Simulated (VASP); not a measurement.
# Al13Cu11 in VASP: a series of runs

Runs on Al13Cu11. Level: PBE. Tasks: single point.

Everything below comes from runs of VASP 6.6.1. Logs are shortened: lines on timing, memory, paths and dates and some standing lists are left out, and cuts for length are marked.

## (1) The cell of the first run

The cell holds an amorphous packing of atoms, 24 atoms: a = 7.860 Å, b = 7.048 Å, c = 6.427 Å, α = 79.99°, β = 101.01°, γ = 93.72°.

## (2) Single point, PBE

The input, INCAR:

```
SYSTEM = Al13Cu11
ALGO = Normal
EDIFF = 1E-6
ENCUT = 520
GGA = PE
ISIF = 2
ISMEAR = 0
ISYM = 0
LASPH = .True.
LCHARG = .False.
LREAL = Auto
LWAVE = .False.
NBANDS = 98
NELM = 60
PREC = Accurate
SIGMA = 0.1
```

The input, KPOINTS:

```
Automatic mesh
0
Gamma
  2 2 2
  0.5 0.5 0.5
```

The input, POSCAR:

```
Al13Cu11
1.0
    7.8300309004     -0.2303400082     -0.6423236828
   -0.2054786627      7.0214626628      0.5705900334
   -0.6930819330      0.5841401536      6.3624892858
Al Cu
13 11
Direct
    0.0970988360      0.6517045026     -0.1158352258
    0.5842960136      0.4686254556      0.2181203232
    0.5753856617     -0.0120520830      0.8916130521
    0.6111086672      0.8904103981      0.5012661006
    0.0729999394      0.2750790942      0.5644416797
    0.6269837752      0.3676187811      0.8517842154
    0.3007733950      0.2555297866     -0.0350188321
    0.8339066636      0.5649880014      0.5537502315
    0.8073067917      0.1519591349      0.2194318465
    0.1671625616      0.7005657846      0.4715469894
    0.4163924445      0.2031985511      0.5040571925
    0.9675409179     -0.0220697068      0.9469629538
    0.3503262150      0.8337020894      0.1670728744
    0.9437760383      0.9151202113      0.5560893452
    0.4180395195      0.6461490062      0.8617226526
    0.2496566490      0.9688507477      0.7533315910
    0.1516044317      0.0697207045      0.2861302839
    0.4716297176      0.5646430967      0.5193867020
    0.7484280353      0.2054704236      0.5834410250
    0.9605494586      0.3316863676      0.9095008044
    0.9208386686      0.5079263592      0.2115266532
    0.7570749396      0.7026181168      0.8602184562
    0.2374966502      0.4529859982      0.2369740275
    0.7509266735      0.8011966012      0.2111631645
```

Potentials or basis: VASP PAW PBE potentials, release 64 (Al, Cu).

The run is started by

```
$ cat potpaw_PBE.64/Al/POTCAR potpaw_PBE.64/Cu/POTCAR > POTCAR
$ mpirun -np 1 vasp_std > vasp.out
```

OUTCAR:

```text
SYSTEM = Al13Cu11
   EDIFF = 1E-6
   ENCUT = 520
   GGA = PE
   ISIF = 2
   ISMEAR = 0
   ISYM = 0
   LASPH = .True.
   LREAL = Auto
   NELM = 60
   PREC = Accurate

 ion  position               nearest neighbor table
   1  0.097  0.652  0.884-  20 2.43  23 2.54  16 2.55  15 2.56  22 2.69  12 2.70  14 2.70  21 2.75
                            10 2.77   8 2.79  13 2.83   7 3.22
   2  0.584  0.469  0.218-  18 2.49  15 2.57  24 2.61  21 2.65   6 2.66  23 2.75   8 2.77  11 2.83
                            19 2.87   9 2.92   7 2.98  22 3.07  13 3.19
   3  0.575  0.988  0.892-  24 2.46  16 2.55  22 2.60   6 2.66  15 2.66  13 2.78   4 2.78  11 2.79
                            19 2.80   9 2.86  12 3.04   7 3.11
   4  0.611  0.890  0.501-  18 2.47  19 2.50  24 2.52  22 2.55  14 2.57  13 2.74  11 2.77   3 2.78
                             8 2.91   9 2.93
   5  0.073  0.275  0.564-  19 2.59  16 2.63  20 2.64  17 2.67  14 2.68  21 2.68  23 2.75   7 2.83
                             8 2.85  11 2.89   9 2.95  10 3.03  12 3.14
   6  0.627  0.368  0.852-  18 2.48  22 2.52  19 2.58  20 2.60   3 2.66  15 2.66   2 2.66   9 2.77
                             7 2.82   8 2.87  11 2.88
   7  0.301  0.256  0.965-  23 2.55  16 2.60  17 2.67  20 2.71   6 2.82   5 2.83  15 2.85   2 2.98
                            13 3.05   3 3.11  12 3.16   1 3.22  11 3.34
   8  0.834  0.565  0.554-  24 2.52  22 2.53  21 2.53  14 2.56  19 2.56  20 2.64   2 2.77   1 2.79
                            18 2.81  10 2.84   5 2.85   6 2.87   4 2.91
   9  0.807  0.152  0.219-  24 2.49  19 2.56  14 2.59  21 2.60  20 2.62  17 2.74   6 2.77  12 2.82
[... 17 lines left out ...]
  18  0.472  0.565  0.519-   4 2.47  15 2.48   6 2.48   2 2.49  23 2.52  11 2.57  10 2.58  13 2.75
                             8 2.81
  19  0.748  0.205  0.583-   4 2.50  11 2.56   8 2.56   9 2.56   6 2.58   5 2.59  20 2.66  14 2.69
                             3 2.80   2 2.87  12 2.92
  20  0.961  0.332  0.910-   1 2.43  12 2.47  21 2.55   6 2.60   9 2.62   8 2.64   5 2.64  19 2.66
                             7 2.71
  21  0.921  0.508  0.212-  23 2.51   8 2.53  24 2.53  20 2.55  22 2.58   9 2.60   2 2.65   5 2.68
                             1 2.75  10 2.76
  22  0.757  0.703  0.860-  24 2.48   6 2.52   8 2.53  12 2.53   4 2.55  21 2.58   3 2.60  15 2.67
                             1 2.69   2 3.07
  23  0.237  0.453  0.237-  21 2.51  18 2.52  11 2.52   1 2.54   7 2.55  10 2.64  17 2.72   2 2.75
                             5 2.75  13 2.76
  24  0.751  0.801  0.211-   3 2.46  22 2.48   9 2.49   4 2.52   8 2.52  21 2.53   2 2.61  14 2.65
                            12 2.73

IMPORTANT INFORMATION: All symmetrisations will be switched off!
NOSYMM: (Re-)initialisation of all symmetry stuff for point group C_1.

----------------------------------------------------------------------------------------

                                     Primitive cell

  volume of cell :     343.9301

  direct lattice vectors                    reciprocal lattice vectors
     7.830030900 -0.230340008 -0.642323683     0.128923518  0.002651382  0.013800539
    -0.205478663  7.021462663  0.570590033     0.003170205  0.143556226 -0.012834559
[... 126 lines left out ...]
   IMIX   =      4    mixing-type and parameters
     AMIX     =   0.40;   BMIX     =  1.00
     AMIX_MAG =   1.60;   BMIX_MAG =  1.00
  volume/ion in A,a.u.               =      14.33        96.71
  Fermi-wavevector in a.u.,A,eV,Ry     =   1.268503  2.397123 21.893126  1.609099
  Thomas-Fermi vector in A             =   2.401594
   LORBIT       =      0    0 simple, 1 ext, 2 COOP (PROOUT), +10 PAW based schemes
   GGA     = PE    functional components
   LHFCALC =     F    Hartree Fock is set to
   AEXX    =    0.0000 exact exchange contribution
   IVDW    =     0    specifies the selected vdW correction
   LEPSILON=     F    determine dielectric tensor
   LRPA    =     F    only Hartree local field effects (RPA)
 non-spin polarized calculation
 Gauss-broadening in eV      SIGMA  =   0.10
  energy-cutoff  :      520.00
  volume of cell :      343.93
 maximum number of plane-waves:      9263
 NGX is ok and might be reduce to    60
   NGX = 29   NGY = 27   NGZ = 23

 number of electron     159.9999978 magnetization

 Free energy of the ion-electron system (eV)
  ---------------------------------------------------
  ext. energy  EPLUGINS =         0.00000000
  ---------------------------------------------------
  free energy    TOTEN  =       -92.74537248 eV

  energy without entropy =      -92.74011863  energy(sigma->0) =      -92.74274555

 E-fermi :   8.2004     XC(G=0): -11.1312

 val. band max:        8.0700762676   @ k =  -0.2500  -0.2500   0.2500
 cond. band min:       8.3324543581   @ k =  -0.2500  -0.2500   0.2500
 fundamental gap:      0.2623780905
 Fermi energy:         8.2004046318

 k-point     1 :       0.2500    0.2500    0.2500
  band No.  band energies     occupation
      1      -2.1667      2.00000
      2      -1.2382      2.00000
      3      -0.4749      2.00000
      4      -0.2699      2.00000
      5       0.3150      2.00000
      6       0.6832      2.00000
[... 369 lines left out ...]
     91      10.6687      0.00000
     92      10.7259      0.00000
 [bands above 92 left out]

------------------------ aborting loop because EDIFF is reached ----------------------------------------

  FORCE on cell =-STRESS in cart. coord.  units (eV):
  Direction    XX          YY          ZZ          XY          YZ          ZX
  --------------------------------------------------------------------------------------
  -------------------------------------------------------------------------------------
  Total        0.7097712      0.6987226      0.6575227     -0.0383025     -0.1043321     -0.0055635
  in kB        3.3064260      3.2549567      3.0630296     -0.1784298     -0.4860249     -0.0259174
  external PRESSURE =       3.2081374 kB  Pullay stress =       0.0000000 kB

 VOLUME and BASIS-vectors are now :
 -----------------------------------------------------------------------------
  energy-cutoff  :      520.00
  volume of cell :      343.93
      direct lattice vectors                 reciprocal lattice vectors
     7.830030900 -0.230340008 -0.642323683     0.128923518  0.002651382  0.013800539
    -0.205478663  7.021462663  0.570590033     0.003170205  0.143556226 -0.012834559
    -0.693081933  0.584140154  6.362489286     0.012731140 -0.012606498  0.159715426

 POSITION                                       TOTAL-FORCE (eV/Angst)
 -----------------------------------------------------------------------------------
      0.01358      5.07003      5.93498        -0.008584      0.015843     -0.003345
      4.32759      3.28326      1.27987         0.012526     -0.016579     -0.007610
      3.68432      7.32513      5.86701         0.001864      0.023959     -0.016318
      4.25462      6.40403      3.30483        -0.017694      0.019056      0.006126
      0.12386      2.24436      3.70132         0.003331      0.012437      0.003534
      4.24341      2.93436      5.22650        -0.015776     -0.024437      0.013383
[... 16 lines left out ...]
      1.60228      3.26435      1.61366        -0.002117     -0.005502     -0.001817
      5.56880      5.57595      1.31834         0.005448     -0.012080      0.005907
 -----------------------------------------------------------------------------------
    total drift:                                0.002883     -0.001241     -0.005948

  FREE ENERGIE OF THE ION-ELECTRON SYSTEM (eV)
  ---------------------------------------------------
  free  energy   TOTEN  =       -92.7453724786 eV

  energy  without entropy=      -92.7401186276  energy(sigma->0) =      -92.74274555
```

Wall time 2.6 min (1 thread of Intel Xeon 6975P-C (Granite Rapids), shared host); peak memory 0.41 GiB.

Results:

```yaml
Free_energy: -92.7454 eV
Pressure: 0.3 GPa
Largest_force: 0.032 eV/Å
Band_gap_on_the_k_mesh: zero (band 80 reaches 8.54 eV, above the bottom of band 81 at 8.07 eV)
```

Forces in eV/Å, atoms in the order of the input:
```
Al  -0.009  0.016 -0.003
Al   0.013 -0.017 -0.008
Al   0.002  0.024 -0.016
Al  -0.018  0.019  0.006
Al   0.003  0.012  0.004
Al  -0.016 -0.024  0.013
Al   0.025 -0.001 -0.004
Al   0.007 -0.010  0.003
Al  -0.018  0.005 -0.013
Al  -0.006 -0.010  0.002
Al   0.010 -0.005  0.007
Al  -0.006 -0.007  0.004
Al   0.002  0.010  0.002
Cu  -0.002  0.003  0.000
Cu   0.009 -0.001  0.002
Cu  -0.005 -0.008 -0.004
Cu   0.000  0.005 -0.003
Cu  -0.004 -0.005  0.010
Cu   0.004  0.007  0.007
Cu   0.001 -0.002 -0.003
Cu   0.006  0.003 -0.006
Cu  -0.001  0.003 -0.003
Cu  -0.002 -0.006 -0.002
Cu   0.005 -0.012  0.006
```

Levels at points of the mesh, in eV from the Fermi level:
| k point | band 76 | band 77 | band 78 | band 79 | band 80 | band 81 | band 82 | band 83 | band 84 | band 85 |
| --- | --- | --- | --- | --- | --- | --- | --- | --- | --- | --- |
| (0.25, 0.25, 0.25) | -0.92 | -0.75 | -0.66 | -0.28 | 0.34 | 0.42 | 0.61 | 0.68 | 0.95 | 1.03 |

Caveat: the k points lie up to 0.50 Å⁻¹ apart.

## (3) Single point, PBE

This run uses another cell than the first one, of 14.73 Å³/atom, 1.028 times its volume.

The input, INCAR:

```
PREC = Accurate ; ENCUT = 520
EDIFF = 1E-6 ; ISMEAR = -1
SIGMA = 0.1413 ; LREAL = Auto
LASPH = T ; NELM = 100
ALGO = Normal ; ISIF = 2
LWAVE = F ; LCHARG = F
GGA = PE ; NBANDS = 98
ISYM = 0
```

The input, KPOINTS:

```
Automatic mesh
0
Gamma
  1 1 1
  0.25 0.25 0.25
```

The input, POSCAR:

```
Al13Cu11
1.0
    7.1452280000      0.0272100000     -0.2795910000
    0.0272100000      7.0459230000      0.0416720000
   -0.2795910000      0.0416720000      7.0313830000
Al Cu
13 11
Direct
    0.3241547415      0.8303705684      0.1262877511
    0.4762053780      0.5460440929      0.3023089467
    0.4024538782      0.8900731345      0.7707923682
    0.4789609352      0.8899476264      0.4493190414
    0.1893916361      0.1949594117      0.6791286790
    0.7041184488      0.3378807353      0.7661569588
    0.4168897329      0.2619901812      0.0382699908
    0.7486300083      0.6501705604      0.5112082936
    0.8684960647      0.3100690416      0.4623159464
    0.1508433349      0.7173003688      0.4587585540
    0.5238710002      0.2362248416      0.4561678201
    0.9627180318      0.1486157059      0.0342345430
    0.6416021364     -0.0153109309      1.1235516854
    0.8902611347      0.9168091904      0.4128679562
    0.4150077145      0.5789023780      0.9461523291
    0.0253261863      0.8723233206      0.7771147605
    0.2088602350      0.0575600003      0.3116380948
    0.3227170645      0.5169225012      0.6219458665
    0.7021682007     -0.0179565391      0.6949125363
    0.0566373827      0.5079540031      0.8325999086
    0.7742327920      0.4177577579      0.1050856879
    0.6767021423      0.7267802628      0.8965052027
    0.1437091384      0.4877726655      0.2353146343
   -0.0424369274      0.7825011072      0.1383461306
```

Potentials or basis: VASP PAW PBE potentials, release 64 (Al, Cu).

The run is started by

```
$ cat potpaw_PBE.64/Al/POTCAR potpaw_PBE.64/Cu/POTCAR > POTCAR
$ mpirun -np 1 vasp_std > vasp.out
```

Wall time 1.7 min (1 thread of Intel Xeon Platinum 8488C (Sapphire Rapids), shared host); peak memory 0.37 GiB.

Results (log left out):

```
Free energy            : -84.9922 eV
Pressure               : 7.2 GPa
Largest force          : 2.519 eV/Å
Band gap on the k mesh : 0.32 eV
```

Forces in eV/Å, atoms in the order of the input:
```
Al  -1.771  0.040 -1.227
Al  -0.018  0.176 -0.790
Al  -1.554  0.086  1.339
Al   0.701 -0.462 -1.200
Al  -0.336 -0.138 -0.094
Al  -0.314  0.872  1.444
Al  -0.698 -0.886  0.562
Al   0.928 -0.185  1.237
Al   1.680 -0.544 -1.290
Al  -1.108  1.817  0.004
Al  -1.459 -0.873  0.040
Al   1.143 -0.119 -0.285
Al   0.913  0.267  0.275
Cu  -0.502  2.332  0.810
Cu  -0.899 -1.071  0.291
Cu   0.398 -0.074  0.142
Cu  -0.914  1.629  0.442
Cu   1.760 -1.571  0.575
Cu   0.918  1.425 -0.564
Cu  -0.557 -0.232  0.257
Cu  -0.315  0.552  0.343
Cu   2.208 -1.079  0.005
Cu  -0.400 -1.559 -0.995
Cu   0.197 -0.403 -1.322
```

Stress tensor (GPa, compression positive):
```
 4.86 -4.63 -3.06
-4.63 10.53 -4.10
-3.06 -4.10  6.07
```

Levels at points of the mesh, in eV from the valence-band top:
| k point | band 78 | band 79 | band 80 | band 81 | band 82 | band 83 |
| --- | --- | --- | --- | --- | --- | --- |
| (0.25, 0.25, 0.25) | -0.52 | -0.40 | 0.00 | 0.32 | 0.57 | 0.74 |

Caveat: the k points lie up to 0.90 Å⁻¹ apart.

## (4) Single point, PBE

This run uses another cell than the first one, of 14.73 Å³/atom, 1.028 times its volume.

The input, INCAR:

```
PREC = Accurate
ENCUT = 520
EDIFF = 1E-6
ISMEAR = -1
SIGMA = 0.1413
LREAL = Auto
LASPH = T
NELM = 80
ALGO = Normal
ISIF = 2
LWAVE = F
LCHARG = F
GGA = PE
ISYM = 0
NBANDS = 98
```

KPOINTS is that of step 3.

The input, POSCAR:

```
Al13Cu11
1.0
    7.1452280000      0.0272100000     -0.2795910000
    0.0272100000      7.0459230000      0.0416720000
   -0.2795910000      0.0416720000      7.0313830000
Al Cu
13 11
Direct
    0.3676090005      0.8715717177      0.1698537871
    0.4986646550      0.5769655146      0.2825337267
    0.3825550242      1.0056339349      0.8202487568
    0.5367269930      0.8113104046      0.5199898952
    0.1168732671      0.0935505982      0.6344683931
    0.5856400381      0.3251980679      0.8764203330
    0.2981177469      0.2348950759      0.0827557667
    0.8154839126      0.5287155503      0.5657186258
    0.8080734596      0.1943567881      0.3979976387
    0.1683332350      0.6759126617      0.5068651253
    0.4517453336      0.1802170742      0.4105965958
    0.9659572070      0.1521631294     -0.0526345956
    0.6563820504      0.0470740814      1.0926399320
    0.8602107891      0.9078538556      0.4559729016
    0.4010552431      0.5928904959      0.8996809737
   -0.0044072821      0.8080044637      0.7850280097
    0.1053991202      0.0768946189      0.2877597896
    0.4539790405      0.5201995800      0.6077712872
    0.7024827195      0.0359486519      0.7063258812
    0.0835663652      0.4898164492      0.8491354791
    0.8296522513      0.4307837808      0.1280911139
    0.6962824856      0.6830220180      0.8393551344
    0.1572347617      0.4774741542      0.1833009411
   -0.0562505638      0.7906116609      0.1281602040
```

The run is started by

```
$ cat potpaw_PBE.64/Al/POTCAR potpaw_PBE.64/Cu/POTCAR > POTCAR
$ mpirun -np 1 vasp_std > vasp.out
```

Wall time 1.7 min (1 thread of Intel Xeon Platinum 8488C (Sapphire Rapids), shared host); peak memory 0.37 GiB.

It converged, with:

| Property | Result |
| --- | --- |
| Free energy | -83.9593 eV |
| Pressure | 9.0 GPa |
| Largest force | 4.003 eV/Å |
| Band gap on the k mesh | 0.24 eV |

Forces on the atoms (eV/Å):
```
Al  -1.827  0.200 -0.151
Al   0.933 -3.099 -1.925
Al   1.808 -1.460  0.368
Al   0.181  2.196  0.431
Al  -1.036  1.101 -1.735
Al   0.820  0.267 -0.746
Al   1.741 -0.222 -1.457
Al   0.389 -0.274 -0.604
Al  -0.070  4.000 -0.161
Al  -0.762  0.459 -0.137
Al  -0.668  0.256  1.357
Al  -0.509  0.101  0.492
Al   0.635 -1.005  0.319
Cu   1.137 -3.670 -0.365
Cu  -1.772  1.186  2.669
Cu   0.550  0.330 -0.132
Cu   0.093 -0.275 -0.057
Cu   0.048 -2.343 -0.997
Cu  -0.156  0.777  0.909
Cu  -0.766 -0.914 -0.684
Cu  -0.770  0.361  0.126
Cu   0.514  0.159  0.846
Cu  -0.512  2.062  1.402
Cu   0.000 -0.194  0.230
```

Stress tensor (GPa, compression positive):
```
 8.46 -3.28 -1.38
-3.28 11.05 -2.97
-1.38 -2.97  7.58
```

Levels at points of the mesh, in eV from the valence-band top:
```
           k point  band 78  band 79  band 80  band 81  band 82  band 83
(0.25, 0.25, 0.25)    -0.55    -0.13     0.00     0.24     0.62     0.68
```

Caveat: the k points lie up to 0.90 Å⁻¹ apart.

## (5) Single point, PBE

This run uses another cell than the first one, of 14.73 Å³/atom, 1.028 times its volume.

The input, INCAR:

```
SYSTEM = Al13Cu11
PREC = Accurate
ENCUT = 520
EDIFF = 1E-7
ISMEAR = -1
SIGMA = 0.1413
LREAL = Auto
LASPH = .True.
NELM = 80
ALGO = Normal
ISIF = 2
LWAVE = .False.
LCHARG = .True.
GGA = PE
LELF = .True.
LVHAR = .True.
NBANDS = 98
ISYM = 0
```

KPOINTS is that of step 4.

The input, POSCAR:

```
Al13Cu11
1.0
    7.1452280000      0.0272100000     -0.2795910000
    0.0272100000      7.0459230000      0.0416720000
   -0.2795910000      0.0416720000      7.0313830000
Al Cu
13 11
Direct
    0.1634916519      0.7406496681      0.0870815089
    0.5222580405      0.4406818091      0.2165546316
    0.4195935297      0.9075849756      0.7488002991
    0.5851945681      0.7994922964      0.4527427522
    0.0841051374      0.1670250940      0.6432508043
    0.6240077342      0.3372908889      0.8631723461
    0.2873240627      0.1464939772      0.0167889482
    0.9416794786      0.5273728963      0.6172029633
    0.7163707867      0.2327447554      0.4335747157
    0.1692407140      0.7315242740      0.4492285658
    0.3920266715      0.1990546054      0.4695366652
    0.9132769367      0.0778692679     -0.0328309461
    0.5925897976      0.0505962089      1.1053858578
    0.9052474720      0.8840181134      0.5051511549
    0.4096345912      0.6191748812      0.8889495693
    0.0975020083      0.8207138760      0.7797128809
    0.0882018996      0.0514798360      0.2985233758
    0.5121594202      0.4699670866      0.5685649176
    0.6940291581      0.0321572970      0.6831356289
    0.0711764111      0.3928708326      0.8844944971
    0.9116397816      0.3885311770      0.1371790453
    0.7272973297      0.6626884666      0.8131198704
    0.1975347802      0.4308266588      0.2964967970
   -0.1758719319      0.7743438186      0.1452187052
```

The run is started by

```
$ cat potpaw_PBE.64/Al/POTCAR potpaw_PBE.64/Cu/POTCAR > POTCAR
$ mpirun -np 1 vasp_std > vasp.out
```

Run time: 1.8 min. Hardware: 1 thread of Intel Xeon Platinum 8488C (Sapphire Rapids), shared host; peak memory 0.37 GiB.

The run converged. Its results:

```
Free energy            : -84.7859 eV
Pressure               : 9.0 GPa
Largest force          : 3.317 eV/Å
Band gap on the k mesh : 0.31 eV
```

Forces in eV/Å, atoms in the order of the input:
```
Al   0.576 -0.399  1.014
Al   0.169  1.207 -1.331
Al  -1.293  0.810 -0.003
Al  -0.304 -0.405 -1.101
Al  -0.006 -0.410 -0.603
Al   0.540 -0.293  0.055
Al  -1.766  0.555 -0.184
Al  -0.954 -0.239 -2.137
Al   3.210  0.116 -0.831
Al   2.160 -0.324 -0.199
Al  -1.641 -2.804  0.139
Al   0.456 -0.490  0.073
Al   1.279 -0.845  1.147
Cu  -1.103  0.078 -0.530
Cu  -0.682 -1.593  0.650
Cu  -0.354 -0.148 -0.076
Cu   0.614  0.704 -0.718
Cu   0.290  2.344  0.248
Cu   0.280  0.597  1.467
Cu   1.192  0.489  0.201
Cu  -2.570  0.235  1.443
Cu   0.120  0.912  0.080
Cu   0.210 -0.128  0.418
Cu  -0.421  0.032  0.777
```

Stress tensor (GPa, compression positive):
```
 9.47 -2.65 -3.69
-2.65  6.65 -5.25
-3.69 -5.25 10.75
```

Levels at points of the mesh, in eV from the valence-band top:
| k point | band 76 | band 77 | band 78 | band 79 | band 80 | band 81 | band 82 | band 83 | band 84 | band 85 |
| --- | --- | --- | --- | --- | --- | --- | --- | --- | --- | --- |
| (0.25, 0.25, 0.25) | -0.77 | -0.46 | -0.30 | -0.12 | 0.00 | 0.31 | 0.67 | 0.82 | 0.94 | 1.42 |

Caveat: the k points lie up to 0.90 Å⁻¹ apart.

[end of part 1 of 2]
